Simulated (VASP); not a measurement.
# TaH2O3 (P6/mmm) in VASP: single point with PBE

Aim: the single point of TaH2O3 with PBE.

Program: VASP 6.6.1. These are calculated values, not measurements. Logs are shortened: lines on timing, memory, paths and dates and some standing lists are left out, and cuts for length are marked.

### 1 The cell of the first run

Symmetry: P6/mmm, No. 191, hexagonal system. The conventional cell has a = 4.964 Å, b = 4.964 Å, c = 3.338 Å, α = 90.00°, β = 90.00°, γ = 120.00°. H (site symmetry -6m2) has 6 O at 2.20 Å and 3 H at 2.87 Å within 2.9 Å. Within 3.4 Å of Ta (site symmetry 6/mmm) lie 6 O at 2.48 Å and 12 H at 3.32 Å and 2 Ta at 3.34 Å. O (site symmetry mmm) has 4 H at 2.20 Å and 4 O at 2.48 Å and 2 Ta at 2.48 Å within 2.9 Å.

### 2 Single point, PBE

The input, INCAR:

```
PREC     = Accurate       # precision mode
ENCUT    = 520            # plane-wave cutoff, eV
EDIFF    = 1E-7           # SCF threshold, eV
ISMEAR   = -1             # smearing method
SIGMA    = 0.1            # smearing width, eV
LREAL    = False          # projectors in reciprocal space
LASPH    = True           # aspherical terms in the spheres
NELM     = 100            # most SCF steps
ALGO     = Normal         # electronic algorithm
ISIF     = 2              # what is computed and relaxed
LWAVE    = False          # write WAVECAR
LCHARG   = False          # write CHGCAR
GGA      = PE             # functional
NBANDS   = 24             # bands
```

The input, KPOINTS:

```
regular mesh
0
Gamma
  7 7 9
```

The input, POSCAR:

```
TaH2O3
1.0
    2.4822116250      4.2993166496      0.0000000000
   -2.4822116250      4.2993166496      0.0000000000
    0.0000000000      0.0000000000      3.3382280000
H Ta O
2 1 3
Direct
    0.3333333333      0.3333333333      0.5000000000
    0.6666666667      0.6666666667      0.5000000000
    0.0000000000      0.0000000000      0.0000000000
    0.5000000000      0.5000000000      0.0000000000
    0.5000000000      0.0000000000      0.0000000000
    0.0000000000      0.5000000000      0.0000000000
```

Potentials or basis: VASP PAW PBE potentials, release 64 (H, Ta_pv, O).

Started as:

```
> cat potpaw_PBE.64/H/POTCAR potpaw_PBE.64/Ta_pv/POTCAR potpaw_PBE.64/O/POTCAR > POTCAR
> mpirun -np 1 vasp_std > vasp.out
```

OUTCAR:

```text
PREC = Accurate
   ENCUT = 520
   EDIFF = 1E-7
   ISMEAR = -1
   LREAL = False
   LASPH = True
   NELM = 100
   ISIF = 2
   GGA = PE

 ion  position               nearest neighbor table
   1  0.333  0.333  0.500-
   2  0.667  0.667  0.500-
   3  0.000  0.000  0.000-   5 2.48   6 2.48   6 2.48   5 2.48   4 2.48   4 2.48
   4  0.500  0.500  0.000-   3 2.48   3 2.48
   5  0.500  0.000  0.000-   3 2.48   3 2.48
   6  0.000  0.500  0.000-   3 2.48   3 2.48

  LATTYP: Found a hexagonal cell.
 ALAT       =     4.9644232500
 C/A-ratio  =     0.6724301761

  Lattice vectors:

 A1 = (   2.4822116250,  -4.2993166496,   0.0000000000)
 A2 = (   2.4822116250,   4.2993166496,   0.0000000000)
 A3 = (   0.0000000000,   0.0000000000,   3.3382280000)

Analysis of symmetry for initial positions (statically):
=====================================================================
 Subroutine PRICEL returns:
 Original cell was already a primitive cell.

 Routine SETGRP: Setting up the symmetry group for a
 hexagonal supercell.

 Subroutine GETGRP returns: Found 24 space group operations
 (whereof 24 operations were pure point group operations)
 out of a pool of 24 trial point group operations.

The static configuration has the point symmetry D_6h.

Analysis of symmetry for dynamics (positions and initial velocities):
=====================================================================
 Subroutine PRICEL returns:
 Original cell was already a primitive cell.

 Routine SETGRP: Setting up the symmetry group for a
 hexagonal supercell.

 Subroutine GETGRP returns: Found 24 space group operations
 (whereof 24 operations were pure point group operations)
 out of a pool of 24 trial point group operations.

The dynamic configuration has the point symmetry D_6h.

 Subroutine INISYM returns: Found 24 space group operations
 (whereof 24 operations are pure point group operations),
 and found     1 'primitive' translations

----------------------------------------------------------------------------------------

                                     Primitive cell

  volume of cell :      71.2499

  direct lattice vectors                    reciprocal lattice vectors
     2.482211625  4.299316650  0.000000000     0.201433268  0.116297552  0.000000000
    -2.482211625  4.299316650  0.000000000    -0.201433268  0.116297552  0.000000000
     0.000000000  0.000000000  3.338228000     0.000000000  0.000000000  0.299560126

  length of vectors
     4.964423250  4.964423250  3.338228000     0.232595103  0.232595103  0.299560126

  position of ions in fractional coordinates (direct lattice)
     0.333333333  0.333333333  0.500000000
     0.666666667  0.666666667  0.500000000
     0.000000000  0.000000000  0.000000000
     0.500000000  0.500000000  0.000000000
     0.500000000  0.000000000  0.000000000
     0.000000000  0.500000000  0.000000000

  ion indices of the primitive-cell ions
   primitive index   ion index
                 1           1
                 2           2
                 3           3
                 4           4
                 5           5
                 6           6

----------------------------------------------------------------------------------------

 KPOINTS: regular mesh

Automatic generation of k-mesh.
 Grid dimensions read from file:
 generate k-points for:    7    7    9

 Generating k-lattice:

  Cartesian coordinates                     Fractional coordinates (reciprocal lattice)
     0.028776181  0.016613936  0.000000000     0.142857143  0.000000000  0.000000000
    -0.028776181  0.016613936  0.000000000     0.000000000  0.142857143  0.000000000
     0.000000000  0.000000000  0.033284458     0.000000000  0.000000000  0.111111111

  Length of vectors
     0.033227872  0.033227872  0.033284458

  Shift w.r.t. Gamma in fractional coordinates (k-lattice)
     0.000000000  0.000000000  0.000000000

 Subroutine IBZKPT returns following result:
 ===========================================

 Found     40 irreducible k-points:

 Following reciprocal coordinates:
            Coordinates               Weight
  0.000000  0.000000  0.000000      1.000000
  0.142857 -0.000000  0.000000      6.000000
  0.285714 -0.000000  0.000000      6.000000
  0.428571  0.000000  0.000000      6.000000
  0.285714  0.142857  0.000000      6.000000
  0.428571  0.142857  0.000000     12.000000
[... 16 lines left out ...]
 -0.428571  0.142857  0.222222     12.000000
 -0.428571  0.285714  0.222222     12.000000
 [... further k-points ...]
   k-points           NKPTS =     40   k-points in BZ     NKDIM =     40   number of bands    NBANDS=     24
   number of dos      NEDOS =    301   number of ions     NIONS =      6
   total plane-waves  NPLWV =  44800
   dimension x,y,z NGX =    40 NGY =   40 NGZ =   28
   dimension x,y,z NGXF=    80 NGYF=   80 NGZF=   56
   ions per type =               2   1   3
   NGX,Y,Z   is equivalent  to a cutoff of  13.39, 13.39, 13.94 a.u.
   NGXF,Y,Z  is equivalent  to a cutoff of  26.79, 26.79, 27.89 a.u.
 SYSTEM =  unknown system
   PREC   = accura    normal or accurate (medium, high low for compatibility)
   ISTART =      0    job   : 0-new  1-cont  2-samecut
   ICHARG =      2    charge: 1-file 2-atom 10-const
   ISPIN  =      1    spin polarized calculation?
   LNONCOLLINEAR =      F non collinear calculations
   LSORBIT =      F    spin-orbit coupling
   LASPH  =      T    aspherical Exc in radial PAW
   ENCUT  =  520.0 eV  38.22 Ry    6.18 a.u.   9.23  9.23  6.21*2*pi/ulx,y,z
   NELM   =    100;   NELMIN=  2; NELMDL= -5     # of ELM steps
   EDIFF  = 0.1E-06   stopping-criterion for ELM
   LREAL  =      F    real-space projection
   EDIFFG = 0.1E-05   stopping-criterion for IOM
   NSW    =      0    number of steps for IOM
   IBRION =     -1    ionic relax: 0-MD 1-quasi-New 2-CG
   NFREE  =      0    steps in history (QN), initial steepest desc. (CG)
   ISIF   =      2    stress and relaxation
   ISYM   =      2    0-nonsym 1-usesym 2-fastsym
   POTIM  = 0.5000    time-step for ionic-motion
   TEBEG  =    0.0;   TEEND  =   0.0 temperature during run
   PSTRESS=    0.0 pullay stress
   NELECT =      31.0000    total number of electrons
   NUPDOWN=      -1.0000    fix difference up-down
   EMIN   =  10.00;   EMAX   =-10.00  energy-range for DOS
   EFERMI =   0.00;   METHOD = LEGACY
   ISMEAR =    -1;   SIGMA  =   0.10  broadening in eV -4-tet -1-fermi 0-gaus
   EFERMI_NEDOS =   21; number of points for ismear=-14 and -15
   IALGO  =     38    algorithm
   IMIX   =      4    mixing-type and parameters
     AMIX     =   0.40;   BMIX     =  1.00
     AMIX_MAG =   1.60;   BMIX_MAG =  1.00
  volume/ion in A,a.u.               =      11.87        80.14
  Fermi-wavevector in a.u.,A,eV,Ry     =   1.240511  2.344226 20.937567  1.538868
  Thomas-Fermi vector in A             =   2.374949
   LORBIT       =      0    0 simple, 1 ext, 2 COOP (PROOUT), +10 PAW based schemes
   GGA     = PE    functional components
   LHFCALC =     F    Hartree Fock is set to
   AEXX    =    0.0000 exact exchange contribution
   IVDW    =     0    specifies the selected vdW correction
   LEPSILON=     F    determine dielectric tensor
   LRPA    =     F    only Hartree local field effects (RPA)
 non-spin polarized calculation
  energy-cutoff  :      520.00
  volume of cell :       71.25
 maximum number of plane-waves:      1932
 NGX is ok and might be reduce to    40
   NGX = 19   NGY = 19   NGZ = 13

 number of electron      31.0000008 magnetization

 Free energy of the ion-electron system (eV)
  ---------------------------------------------------
  ext. energy  EPLUGINS =         0.00000000
  ---------------------------------------------------
  free energy    TOTEN  =       -28.89061615 eV

  energy without entropy =      -28.70132991  energy(sigma->0) =      -28.79597303

 E-fermi :   1.3672     XC(G=0):  -9.9920

 val. band max:        1.3650299921   @ k =   0.2857   0.1429   0.0000
 cond. band min:       1.3720216115   @ k =   0.4286   0.0000   0.4444
 fundamental gap:      0.0069916194
 Fermi energy:         1.3672156722

 k-point     1 :       0.0000    0.0000    0.0000
  band No.  band energies     occupation
      1     -35.2545      2.00000
      2     -35.2545      2.00000
      3     -34.9609      2.00000
      4     -16.8220      2.00000
      5     -15.1825      2.00000
      6     -15.1825      2.00000
[... 16 lines left out ...]
     23       3.8350      0.00000
     24       9.6799      0.00000

 k-point     2 :       0.1429   -0.0000    0.0000
  band No.  band energies     occupation
      1     -35.2554      2.00000
      2     -35.2547      2.00000
      3     -34.9609      2.00000
      4     -16.7444      2.00000
      5     -15.2609      2.00000
      6     -15.1686      2.00000
[... 16 lines left out ...]
     23       4.3284      0.00000
     24       9.3741      0.00000

 k-point     3 :       0.2857   -0.0000    0.0000
  band No.  band energies     occupation
      1     -35.2573      2.00000
      2     -35.2553      2.00000
      3     -34.9608      2.00000
      4     -16.5311      2.00000
      5     -15.4750      2.00000
      6     -15.1372      2.00000
[... 16 lines left out ...]
     23       5.5283      0.00000
     24       8.8452      0.00000
[... 514 lines left out ...]
 k-point    23 :      -0.4286    0.1429    0.2222
  band No.  band energies     occupation
      1     -35.2536      2.00000
      2     -35.2512      2.00000
      3     -35.0214      2.00000
      4     -16.0545      2.00000
      5     -15.7612      2.00000
      6     -15.0925      2.00000
[... 16 lines left out ...]
     23       6.6583      0.00000
     24      10.1394      0.00000

 k-point    24 :      -0.4286    0.2857    0.2222
  band No.  band energies     occupation
      1     -35.2531      2.00000
      2     -35.2520      2.00000
      3     -35.0214      2.00000
      4     -16.0197      2.00000
      5     -15.7584      2.00000
      6     -15.1292      2.00000
[... 16 lines left out ...]
     23       6.5671      0.00000
     24      10.3078      0.00000

 [... further k-points ...]

------------------------ aborting loop because EDIFF is reached ----------------------------------------

  FORCE on cell =-STRESS in cart. coord.  units (eV):
  Direction    XX          YY          ZZ          XY          YZ          ZX
  --------------------------------------------------------------------------------------
  -------------------------------------------------------------------------------------
  Total      -16.6560060    -16.6560060    -12.5339170      0.0000000      0.0000000      0.0000000
  in kB     -374.5391504   -374.5391504   -281.8468376      0.0000000      0.0000000      0.0000000
  external PRESSURE =    -343.6417128 kB  Pullay stress =       0.0000000 kB

 VOLUME and BASIS-vectors are now :
 -----------------------------------------------------------------------------
  energy-cutoff  :      520.00
  volume of cell :       71.25
      direct lattice vectors                 reciprocal lattice vectors
     2.482211625  4.299316650  0.000000000     0.201433268  0.116297552  0.000000000
    -2.482211625  4.299316650  0.000000000    -0.201433268  0.116297552  0.000000000
     0.000000000  0.000000000  3.338228000     0.000000000  0.000000000  0.299560126

 POSITION                                       TOTAL-FORCE (eV/Angst)
 -----------------------------------------------------------------------------------
      0.00000      2.86621      1.66911        -0.000000      0.000000      0.000000
      0.00000      5.73242      1.66911         0.000000     -0.000000      0.000000
      0.00000      0.00000      0.00000         0.000000      0.000000      0.000000
      0.00000      4.29932      0.00000         0.000000      0.000000      0.000000
      1.24111      2.14966      0.00000         0.000000      0.000000      0.000000
     -1.24111      2.14966      0.00000         0.000000      0.000000      0.000000
 -----------------------------------------------------------------------------------
    total drift:                               -0.000000      0.000000     -0.000000

  FREE ENERGIE OF THE ION-ELECTRON SYSTEM (eV)
  ---------------------------------------------------
  free  energy   TOTEN  =       -28.8906161514 eV

  energy  without entropy=      -28.7013299101  energy(sigma->0) =      -28.79597303
```

Wall time 3.7 min (1 thread of AMD EPYC 7R43 (Zen 3), shared host); peak memory 0.2 GiB.

What came out:

| Item | Value |
| --- | --- |
| Free energy | -28.8906 eV |
| Pressure | -34.4 GPa |
| Band gap on the k mesh | zero (an odd number of electrons rules out a gap without spin polarisation) |

Stress tensor (GPa, compression positive):
```
-37.45   0.00   0.00
  0.00 -37.45   0.00
  0.00   0.00 -28.18
```

Caveat: the stress differs along the axes, from -37 to -28 GPa; spin-orbit coupling is left out, which moves the levels of the heavy elements; an odd number of electrons without spin polarisation forces a metal; a magnetic or distorted state may lie lower.
